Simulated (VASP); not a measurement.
Sc, 1 atom in the cell. It takes space group Fm-3m (No. 225, cubic). Conventional cell: a = 4.495 Å, b = 4.495 Å, c = 4.495 Å, α = 90.00°, β = 90.00°, γ = 90.00°. Sc (site symmetry m-3m) has 12 Sc at 3.18 Å within 4.2 Å.  This cell differs from its parent crystal: volume scaled by 0.88.

- Program: VASP 6.6.1
- Task: single point
- Functional: RPBE
- Potentials or basis: VASP PAW PBE potentials, release 64 (Sc_sv)
- Cutoff: 520 eV
- k mesh: 13 × 13 × 13
- Occupations: fermi-dirac, width 0.1 eV
- Spin: no spin polarisation
- Dipole correction: no
- Further INCAR settings: ALGO = Normal; EDIFF = 1e-06; NBANDS = 12

Potentials or basis: VASP PAW PBE potentials, release 64 (Sc_sv).

Command:

```console
$ cat potpaw_PBE.64/Sc_sv/POTCAR > POTCAR
$ mpirun -np 1 vasp_std > vasp.out
```

Hardware: 1 thread of Intel Xeon 6975P-C (shared host).

Task: Estimate the wall time of this run.

Result: Wall time 24 s on 1 thread of Intel Xeon 6975P-C, with other jobs on the host, peak memory 0.15 GiB. Counts: scf iterations 11, k points 84.
